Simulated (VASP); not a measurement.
A run of VASP 6.6.1 is set up as follows.

Contents of POSCAR:

```
H
1.0
    9.0000000000      0.0000000000      0.0000000000
    0.0000000000      9.5000000000      0.0000000000
    0.0000000000      0.0000000000     10.0000000000
H
2
Direct
    0.5000000000      0.5000000000      0.4625000000
    0.5000000000      0.5000000000      0.5375000000
```

Contents of INCAR.step1:

```
PREC = Accurate ; ENCUT = 520
ISMEAR = -1 ; SIGMA = 0.02
LREAL = F ; LASPH = T
NELM = 100 ; GGA = PE
ALGO = Normal ; EDIFF = 1E-4
LWAVE = T ; LCHARG = F
```

INCAR.step2

```
PREC = Accurate ; ENCUT = 520
EDIFF = 1E-6 ; ISMEAR = -1
SIGMA = 0.02 ; LREAL = F
LASPH = T ; NELM = 100
ALGO = Normal ; ISIF = 2
LWAVE = F ; LCHARG = F
METAGGA = R2SCAN ; LMIXTAU = T
IBRION = 2 ; NSW = 80
EDIFFG = -0.01 ; ISTART = 1
```

The input KPOINTS:

```
Automatic mesh
0
Gamma
  1 1 1
```

Potentials or basis: VASP PAW PBE potentials, release 64 (H).

Run with:

```console
$ cat potpaw_PBE.64/H/POTCAR > POTCAR
$ cp INCAR.step1 INCAR
$ mpirun -np 1 vasp_gam > vasp.out
$ cp INCAR.step2 INCAR
$ mpirun -np 1 vasp_gam > vasp.out
```

Question: What does it give for the energy gained by relaxing?

Answer: 0.7 meV/atom.

Question: Estimate the gap between the frontier levels.

Answer: 10.98 eV.

Final structure:
```
CELL_PARAMETERS angstrom
9.00000 0.00000 0.00000
0.00000 9.50000 0.00000
0.00000 0.00000 10.00000
ATOMIC_POSITIONS crystal
H 0.50000 0.50000 0.46293
H 0.50000 0.50000 0.53707
```
